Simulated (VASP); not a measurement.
Input of a VASP 6.6.1 run:

The input INCAR:

```
SYSTEM = Ir
PREC = Accurate
ENCUT = 600
EDIFF = 1E-7
ISMEAR = 0
SIGMA = 0.1
LREAL = .FALSE.
LASPH = .TRUE.
NELM = 80
ALGO = Fast
ISIF = 3
LWAVE = .FALSE.
LCHARG = .FALSE.
GGA = PS
IBRION = 2
NSW = 100
EDIFFG = -0.01
```

Contents of KPOINTS:

```
Automatic mesh
0
G
  12 12 18
  0 0 0
```

POSCAR

```
Ir
1.0
    4.3161055301      0.0000000000      0.0000000000
   -2.1580527651      3.7378570345      0.0000000000
    0.0000000000      0.0000000000      2.6936149553
Ir
3
Direct
    0.0000000000      0.0000000000      0.0000000000
    0.3333333333      0.6666666667      0.5000000000
    0.6666666667      0.3333333333      0.5000000000
```

Potentials or basis: VASP PAW PBE potentials, release 64 (Ir).

Launch:

```sh
$ cat potpaw_PBE.64/Ir/POTCAR > POTCAR
$ mpirun -np 1 vasp_std > vasp.out
```

Problem. What does it give for the relaxed volume?

Solution. 14.52 Å³/atom.

Problem. Estimate the space group after relaxing (to 0.1 Å).

Solution. P6/mmm (No. 191).

Problem. Predict the band gap on the k mesh.

Solution. Zero (an odd number of electrons rules out a gap without spin polarisation).

Stress tensor (GPa, compression positive):
```
-0.06  0.00  0.00
 0.00 -0.06  0.00
 0.00  0.00  0.01
```

Caveat: the PAW data sets were made with another functional, which shifts forces and pressure a little; spin-orbit coupling is left out, which moves the levels of the heavy elements.
